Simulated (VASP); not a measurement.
# MoRh (P-6m2) in VASP: notebook

MoRh is run at these levels: LDA; tasks: single point.

Everything below comes from runs of VASP 6.6.1. Logs are shortened: lines on timing, memory, paths and dates and some standing lists are left out, and cuts for length are marked.

## (1) The cell of the first run

Symmetry: P-6m2, No. 187, hexagonal system. The conventional cell has a = 2.699 Å, b = 2.699 Å, c = 4.284 Å, α = 90.00°, β = 90.00°, γ = 120.00°. Within 3.5 Å of Mo (site symmetry -6m2) lie 6 Rh at 2.65 Å and 6 Mo at 2.70 Å. Within 3.5 Å of Rh (site symmetry -6m2) lie 6 Mo at 2.65 Å and 6 Rh at 2.70 Å.

## (2) Single point, LDA

The input, INCAR:

```
PREC = Accurate ; ENCUT = 520
EDIFF = 1E-6 ; ISMEAR = -1
SIGMA = 0.15 ; LREAL = False
LASPH = True ; NELM = 100
ALGO = Normal ; ISIF = 2
LWAVE = False ; LCHARG = False
GGA = CA ; NBANDS = 22
```

The input, KPOINTS:

```
Automatic mesh
0
Gamma
  9 9 5
```

The input, POSCAR:

```
MoRh
1.0
    2.6989608869      0.0000000000      0.0000000000
   -1.3494799607      2.3373686990      0.0000000000
    0.0000000000      0.0000000000      4.2842307341
Mo Rh
1 1
Direct
    0.0000000000      0.0000000000      0.5000000000
    0.3333333333      0.6666666667      0.0000000000
```

Potentials or basis: VASP PAW LDA potentials, release 64 (Mo_sv, Rh_pv).

Run with:

```bash
$ cat potpaw_LDA.64/Mo_sv/POTCAR potpaw_LDA.64/Rh_pv/POTCAR > POTCAR
$ mpirun -np 1 vasp_std > vasp.out
```

OUTCAR:

```text
PREC = Accurate
   ENCUT = 520
   EDIFF = 1E-6
   ISMEAR = -1
   LREAL = False
   LASPH = True
   NELM = 100
   ISIF = 2
   GGA = CA

 ion  position               nearest neighbor table
   1  0.000  0.000  0.500-   2 2.65   2 2.65   2 2.65   2 2.65   2 2.65   2 2.65
   2  0.333  0.667  0.000-   1 2.65   1 2.65   1 2.65   1 2.65   1 2.65   1 2.65

  LATTYP: Found a hexagonal cell.
 ALAT       =     2.6989608869
 C/A-ratio  =     1.5873630310

  Lattice vectors:

 A1 = (   2.6989608869,   0.0000000000,   0.0000000000)
 A2 = (  -1.3494799607,   2.3373686990,   0.0000000000)
 A3 = (   0.0000000000,   0.0000000000,   4.2842307341)

Analysis of symmetry for initial positions (statically):
=====================================================================
 Subroutine PRICEL returns:
 Original cell was already a primitive cell.

 Routine SETGRP: Setting up the symmetry group for a
 hexagonal supercell.

 Subroutine GETGRP returns: Found 12 space group operations
 (whereof 12 operations were pure point group operations)
 out of a pool of 24 trial point group operations.

The static configuration has the point symmetry D_3h.

Analysis of symmetry for dynamics (positions and initial velocities):
=====================================================================
 Subroutine PRICEL returns:
 Original cell was already a primitive cell.

 Routine SETGRP: Setting up the symmetry group for a
 hexagonal supercell.

 Subroutine GETGRP returns: Found 12 space group operations
 (whereof 12 operations were pure point group operations)
 out of a pool of 24 trial point group operations.

The dynamic configuration has the point symmetry D_3h.

 Subroutine INISYM returns: Found 12 space group operations
 (whereof 12 operations are pure point group operations),
 and found     1 'primitive' translations

----------------------------------------------------------------------------------------

                                     Primitive cell

  volume of cell :      27.0269

  direct lattice vectors                    reciprocal lattice vectors
     2.698960887  0.000000000  0.000000000     0.370512965  0.213915683  0.000000000
    -1.349479961  2.337368699  0.000000000     0.000000000  0.427831519  0.000000000
     0.000000000  0.000000000  4.284230734     0.000000000  0.000000000  0.233414132

  length of vectors
     2.698960887  2.698960652  4.284230734     0.427831481  0.427831519  0.233414132

  position of ions in fractional coordinates (direct lattice)
     0.000000000  0.000000000  0.500000000
     0.333333333  0.666666667  0.000000000

  ion indices of the primitive-cell ions
   primitive index   ion index
                 1           1
                 2           2

----------------------------------------------------------------------------------------

 KPOINTS: Automatic mesh

Automatic generation of k-mesh.
 Grid dimensions read from file:
 generate k-points for:    9    9    5

 Generating k-lattice:

  Cartesian coordinates                     Fractional coordinates (reciprocal lattice)
     0.041168107  0.023768409  0.000000000     0.111111111 -0.000000000  0.000000000
     0.000000000  0.047536835  0.000000000     0.000000000  0.111111111  0.000000000
     0.000000000  0.000000000  0.046682826     0.000000000  0.000000000  0.200000000

  Length of vectors
     0.047536831  0.047536835  0.046682826

  Shift w.r.t. Gamma in fractional coordinates (k-lattice)
     0.000000000  0.000000000  0.000000000

 Subroutine IBZKPT returns following result:
 ===========================================

 Found     36 irreducible k-points:

 Following reciprocal coordinates:
            Coordinates               Weight
  0.000000  0.000000  0.000000      1.000000
  0.111111 -0.000000  0.000000      6.000000
  0.222222 -0.000000  0.000000      6.000000
  0.333333  0.000000  0.000000      6.000000
  0.444444 -0.000000  0.000000      6.000000
  0.111111  0.111111  0.000000      6.000000
[... 16 lines left out ...]
  0.333333  0.222222  0.200000     24.000000
  0.333333  0.333333  0.200000      4.000000
 [... further k-points ...]
   k-points           NKPTS =     36   k-points in BZ     NKDIM =     36   number of bands    NBANDS=     22
   number of dos      NEDOS =    301   number of ions     NIONS =      2
   total plane-waves  NPLWV =  12800
   dimension x,y,z NGX =    20 NGY =   20 NGZ =   32
   dimension x,y,z NGXF=    40 NGYF=   40 NGZF=   64
   ions per type =               1   1
   NGX,Y,Z   is equivalent  to a cutoff of  12.32, 12.32, 12.42 a.u.
   NGXF,Y,Z  is equivalent  to a cutoff of  24.64, 24.64, 24.83 a.u.
 SYSTEM =  unknown system
   PREC   = accura    normal or accurate (medium, high low for compatibility)
   ISTART =      0    job   : 0-new  1-cont  2-samecut
   ICHARG =      2    charge: 1-file 2-atom 10-const
   ISPIN  =      1    spin polarized calculation?
   LNONCOLLINEAR =      F non collinear calculations
   LSORBIT =      F    spin-orbit coupling
   LASPH  =      T    aspherical Exc in radial PAW
   ENCUT  =  520.0 eV  38.22 Ry    6.18 a.u.   5.02  5.02  7.97*2*pi/ulx,y,z
   NELM   =    100;   NELMIN=  2; NELMDL= -5     # of ELM steps
   EDIFF  = 0.1E-05   stopping-criterion for ELM
   LREAL  =      F    real-space projection
   EDIFFG = 0.1E-04   stopping-criterion for IOM
   NSW    =      0    number of steps for IOM
   IBRION =     -1    ionic relax: 0-MD 1-quasi-New 2-CG
   NFREE  =      0    steps in history (QN), initial steepest desc. (CG)
   ISIF   =      2    stress and relaxation
   ISYM   =      2    0-nonsym 1-usesym 2-fastsym
   POTIM  = 0.5000    time-step for ionic-motion
   TEBEG  =    0.0;   TEEND  =   0.0 temperature during run
   PSTRESS=    0.0 pullay stress
   NELECT =      29.0000    total number of electrons
   NUPDOWN=      -1.0000    fix difference up-down
   EMIN   =  10.00;   EMAX   =-10.00  energy-range for DOS
   EFERMI =   0.00;   METHOD = LEGACY
   ISMEAR =    -1;   SIGMA  =   0.15  broadening in eV -4-tet -1-fermi 0-gaus
   EFERMI_NEDOS =   21; number of points for ismear=-14 and -15
   IALGO  =     38    algorithm
   IMIX   =      4    mixing-type and parameters
     AMIX     =   0.40;   BMIX     =  1.00
     AMIX_MAG =   1.60;   BMIX_MAG =  1.00
  volume/ion in A,a.u.               =      13.51        91.19
  Fermi-wavevector in a.u.,A,eV,Ry     =   1.676005  3.167190 38.218660  2.808992
  Thomas-Fermi vector in A             =   2.760524
   LORBIT       =      0    0 simple, 1 ext, 2 COOP (PROOUT), +10 PAW based schemes
   GGA     = CA    functional components
   LHFCALC =     F    Hartree Fock is set to
   AEXX    =    0.0000 exact exchange contribution
   IVDW    =     0    specifies the selected vdW correction
   LEPSILON=     F    determine dielectric tensor
   LRPA    =     F    only Hartree local field effects (RPA)
 non-spin polarized calculation
  energy-cutoff  :      520.00
  volume of cell :       27.03
 maximum number of plane-waves:       744
 NGX is ok and might be reduce to    20
   NGX =  9   NGY =  9   NGZ = 15

 number of electron      29.0000000 magnetization

 Free energy of the ion-electron system (eV)
  ---------------------------------------------------
  ext. energy  EPLUGINS =         0.00000000
  ---------------------------------------------------
  free energy    TOTEN  =       -21.07932542 eV

  energy without entropy =      -20.95892207  energy(sigma->0) =      -21.01912375

 E-fermi :  13.4721     XC(G=0): -14.4460

 val. band max:       13.3691903523   @ k =   0.3333   0.1111   0.4000
 cond. band min:      13.4845442494   @ k =   0.1111   0.1111   0.2000
 fundamental gap:      0.1153538971
 Fermi energy:        13.4720908146

 k-point     1 :       0.0000    0.0000    0.0000
  band No.  band energies     occupation
      1     -47.1298      2.00000
      2     -33.3115      2.00000
      3     -32.8371      2.00000
      4     -32.8371      2.00000
      5     -21.4695      2.00000
      6     -20.5456      2.00000
[... 14 lines left out ...]
     21      27.5075      0.00000
     22      30.2262      0.00000

 k-point     2 :       0.1111   -0.0000    0.0000
  band No.  band energies     occupation
      1     -47.0994      2.00000
      2     -33.2997      2.00000
      3     -32.9036      2.00000
      4     -32.8530      2.00000
      5     -21.4479      2.00000
      6     -20.7397      2.00000
[... 14 lines left out ...]
     21      28.5055      0.00000
     22      30.7778      0.00000

 k-point     3 :       0.2222   -0.0000    0.0000
  band No.  band energies     occupation
      1     -47.0216      2.00000
      2     -33.2699      2.00000
      3     -33.0701      2.00000
      4     -32.8933      2.00000
      5     -21.3929      2.00000
      6     -21.2152      2.00000
[... 14 lines left out ...]
     21      28.8842      0.00000
     22      30.1759      0.00000

 k-point     4 :       0.3333    0.0000    0.0000
  band No.  band energies     occupation
      1     -46.9318      2.00000
      2     -33.2560      2.00000
      3     -33.2358      2.00000
      4     -32.9389      2.00000
      5     -21.7311      2.00000
      6     -21.3291      2.00000
[... 14 lines left out ...]
     21      25.6059      0.00000
     22      28.5529      0.00000

 k-point     5 :       0.4444   -0.0000    0.0000
  band No.  band energies     occupation
      1     -46.8722      2.00000
      2     -33.3755      2.00000
      3     -33.2135      2.00000
      4     -32.9684      2.00000
      5     -22.0555      2.00000
      6     -21.2869      2.00000
[... 417 lines left out ...]
 k-point    22 :       0.2222    0.2222    0.2000
  band No.  band energies     occupation
      1     -46.8919      2.00000
      2     -33.2686      2.00000
      3     -33.2204      2.00000
      4     -33.0326      2.00000
      5     -21.7473      2.00000
      6     -21.2985      2.00000
[... 14 lines left out ...]
     21      25.9498      0.00000
     22      28.0863      0.00000

 k-point    23 :       0.3333    0.2222    0.2000
  band No.  band energies     occupation
      1     -46.8459      2.00000
      2     -33.3108      2.00000
      3     -33.2059      2.00000
      4     -33.1062      2.00000
      5     -21.8622      2.00000
      6     -21.2945      2.00000
[... 14 lines left out ...]
     21      25.5035      0.00000
     22      27.6172      0.00000

 k-point    24 :       0.3333    0.3333    0.2000
  band No.  band energies     occupation
      1     -46.8299      2.00000
      2     -33.2315      2.00000
      3     -33.2268      2.00000
      4     -33.2008      2.00000
      5     -21.6437      2.00000
      6     -21.6319      2.00000
[... 14 lines left out ...]
     21      27.2422      0.00000
     22      27.7007      0.00000

 [... further k-points ...]
[... 5 lines left out ...]
  --------------------------------------------------------------------------------------
  -------------------------------------------------------------------------------------
  Total        2.0521496      2.0521496      2.9336026      0.0000004      0.0000000      0.0000000
  in kB      121.6530295    121.6530303    173.9062529      0.0000251      0.0000000      0.0000000
  external PRESSURE =     139.0707709 kB  Pullay stress =       0.0000000 kB

 VOLUME and BASIS-vectors are now :
 -----------------------------------------------------------------------------
  energy-cutoff  :      520.00
  volume of cell :       27.03
      direct lattice vectors                 reciprocal lattice vectors
     2.698960887  0.000000000  0.000000000     0.370512965  0.213915683  0.000000000
    -1.349479961  2.337368699  0.000000000     0.000000000  0.427831519  0.000000000
     0.000000000  0.000000000  4.284230734     0.000000000  0.000000000  0.233414132

 POSITION                                       TOTAL-FORCE (eV/Angst)
 -----------------------------------------------------------------------------------
      0.00000      0.00000      2.14212         0.000000      0.000000      0.000000
      0.00000      1.55825      0.00000        -0.000000      0.000000      0.000000
 -----------------------------------------------------------------------------------
    total drift:                                0.000002     -0.000000     -0.000000

  FREE ENERGIE OF THE ION-ELECTRON SYSTEM (eV)
  ---------------------------------------------------
  free  energy   TOTEN  =       -21.0793254211 eV

  energy  without entropy=      -20.9589220691  energy(sigma->0) =      -21.01912375
```

Run time: 26 s. Hardware: 1 thread of Intel Xeon 8259CL, shared host; peak memory 0.14 GiB.

What came out:

- Free energy: -21.0793 eV
- Pressure: 13.9 GPa

Stress tensor (GPa, compression positive):
```
12.17  0.00  0.00
 0.00 12.17  0.00
 0.00  0.00 17.39
```

## (3) Single point, LDA

This run uses another cell than the first one, of 13.89 Å³/atom, 1.028 times its volume.

The input, INCAR:

```
PREC = Accurate ; ENCUT = 520
EDIFF = 1E-6 ; ISMEAR = -1
SIGMA = 0.15 ; LREAL = False
LASPH = True ; NELM = 80
ALGO = Normal ; ISIF = 2
LWAVE = False ; LCHARG = False
NBANDS = 22
```

KPOINTS is that of step 2.

The input, POSCAR:

```
MoRh
1.0
    2.7237233791      0.0000000000      0.0000000000
   -1.3618612024      2.3588136464      0.0000000000
    0.0000000000      0.0000000000      4.3235377989
Mo Rh
1 1
Direct
    0.0000000000      0.0000000000      0.5000000000
    0.3333333333      0.6666666667      0.0000000000
```

Potentials or basis: VASP PAW LDA potentials, release 64 (Mo_sv, Rh_pv).

Run with:

```bash
$ cat potpaw_LDA.64/Mo_sv/POTCAR potpaw_LDA.64/Rh_pv/POTCAR > POTCAR
$ mpirun -np 1 vasp_std > vasp.out
```

Wall time 26 s (1 thread of Intel Xeon 8259CL, shared host); peak memory 0.14 GiB.

Results (log left out):

- Free energy: -21.1228 eV
- Pressure: 4.5 GPa

Stress tensor (GPa, compression positive):
```
3.13 0.00 0.00
0.00 3.13 0.00
0.00 0.00 7.32
```

Levels at points of the mesh, in eV from the Fermi level:
```csv
k point,band 11,band 12,band 13,band 14,band 15,band 16,band 17,band 18,band 19,band 20
"(0.00, 0.00, 0.00)",-2.87,-2.06,-1.58,-1.58,-0.65,-0.65,1.52,2.69,2.69,10.95
```

## (4) Single point, LDA

This run uses another cell than the first one, of 14.26 Å³/atom, 1.056 times its volume.

The input, INCAR:

```
SYSTEM = MoRh
  PREC = Accurate
  ENCUT = 520
  EDIFF = 1E-6
  ISMEAR = -1
  SIGMA = 0.15
  LREAL = .False.
  LASPH = .True.
  NELM = 60
  ALGO = Normal
  ISIF = 2
  LWAVE = .False.
  LCHARG = .True.
  GGA = CA
  LELF = .True.
  LVHAR = .True.
  NBANDS = 22
```

The input, KPOINTS:

```
Automatic mesh
0
Gamma
  9 9 5
  0 0 0
```

The input, POSCAR:

```
MoRh
1.0
    2.7480436247      0.0000000000      0.0000000000
   -1.3740213208      2.3798755970      0.0000000000
    0.0000000000      0.0000000000      4.3621428576
Mo Rh
1 1
Direct
    0.0000000000      0.0000000000      0.5000000000
    0.3333333333      0.6666666667      0.0000000000
```

Run with:

```bash
$ cat potpaw_LDA.64/Mo_sv/POTCAR potpaw_LDA.64/Rh_pv/POTCAR > POTCAR
$ mpirun -np 1 vasp_std > vasp.out
```

Wall time 30 s (1 thread of Intel Xeon 8259CL, shared host); peak memory 0.14 GiB.

Results (log left out):

| Property | Result |
| --- | --- |
| Free energy | -21.1254 eV |
| Pressure | -3.5 GPa |

Stress tensor (GPa, compression positive):
```
-4.58  0.00  0.00
 0.00 -4.58  0.00
 0.00  0.00 -1.31
```

Levels at points of the mesh, in eV from the Fermi level:
```tsv
k point	band 12	band 13	band 14	band 15	band 16	band 17	band 18	band 19
(0.00, 0.00, 0.00)	-1.98	-1.52	-1.52	-0.61	-0.61	1.46	2.61	2.61
```

(Part 1 of 2 ends here.)
